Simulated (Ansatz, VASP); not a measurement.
One calculation of TiSi, two programs

The input INCAR:

```
SYSTEM = TiSi
  PREC = Accurate
  ENCUT = 520
  EDIFF = 1E-6
  ISMEAR = 0
  SIGMA = 0.15
  LREAL = .False.
  LASPH = .True.
  NELM = 60
  ALGO = Normal
  ISIF = 2
  LWAVE = .False.
  LCHARG = .True.
  GGA = PS
  LELF = .True.
  LVHAR = .True.
  NBANDS = 42
```

KPOINTS

```
regular mesh
0
Gamma
  12 6 10
  0 0 0
```

File POSCAR:

```
TiSi
1.0
    3.6007916910      0.0000000000      0.0000000000
    0.0000000000      7.5785650265      0.0000000000
    0.0000000000      0.0000000000      4.1428981957
Ti Si
4 4
Direct
    0.0000000000      0.5158341321      0.0507500000
    0.5000000000      0.5158341321      0.5507500000
    0.5000000000     -0.0158341321      0.5507500000
    0.0000000000     -0.0158341321      0.0507500000
    0.0000000000      0.7500000000      0.5507500000
    0.0000000000      0.2500000000      0.5507500000
    0.5000000000      0.2500000000      0.0507500000
    0.5000000000      0.7500000000      0.0507500000
```

Input for Ansatz:

```yaml
crystal:
  lattice:
    - [3.600791691, 0.0, 0.0]
    - [0.0, 7.5785650265, 0.0]
    - [0.0, 0.0, 4.1428981957]
  atoms:
    - { symbol: Ti, position: [0.0, 0.5158341321, 0.05075] }
    - { symbol: Ti, position: [0.5, 0.5158341321, 0.55075] }
    - { symbol: Ti, position: [0.5, -0.0158341321, 0.55075] }
    - { symbol: Ti, position: [0.0, -0.0158341321, 0.05075] }
    - { symbol: Si, position: [0.0, 0.75, 0.55075] }
    - { symbol: Si, position: [0.0, 0.25, 0.55075] }
    - { symbol: Si, position: [0.5, 0.25, 0.05075] }
    - { symbol: Si, position: [0.5, 0.75, 0.05075] }
basis:
  ecutwfc: 420
kpoints:
  mp_grid: { grid: [12, 6, 10] }
hamiltonian:
  xc: pbesol
scf:
  occupations: { method: gaussian, width: 0.15 }
output:
  forces: true
  stress: true
  eigenvalues: true
```

Change from the starting cell: mode 12 (228.4 1/cm) frozen in, largest displacement -0.120 Å.

Alike in both runs: task single point; functional PBEsol; k mesh 12 × 6 × 10; occupations gaussian, width 0.15 eV; no spin polarisation.

|  | VASP | Ansatz |
| --- | --- | --- |
| version | VASP 6.6.1 | Ansatz 0.2.0 |
| potentials or method | VASP PAW PBE potentials, release 64 (Ti_sv, Si), cutoff 520 eV | scalar-relativistic, plane waves, PAW |
| valence electrons in the cell | 64 | 64 |

|  | VASP | Ansatz | Ansatz less VASP |
| --- | --- | --- | --- |
| gap on the k mesh at the Fermi level (eV) | none | none | - |
| pressure (GPa) | 1.3 | 1.2 | -0.04 |
| traceless stress, the component that is largest in VASP (GPa) | -0.55 | -0.62 | -0.068 |
| rms of the force components (eV/Å) | 0.447 | 0.445 | -0.0012 |

VASP's potentials were made for PBE, not for PBEsol. Atom by atom the forces differ by 0.001 eV/Å (rms over components). A gap of «none» marks a metal or a gap that the smearing closes.
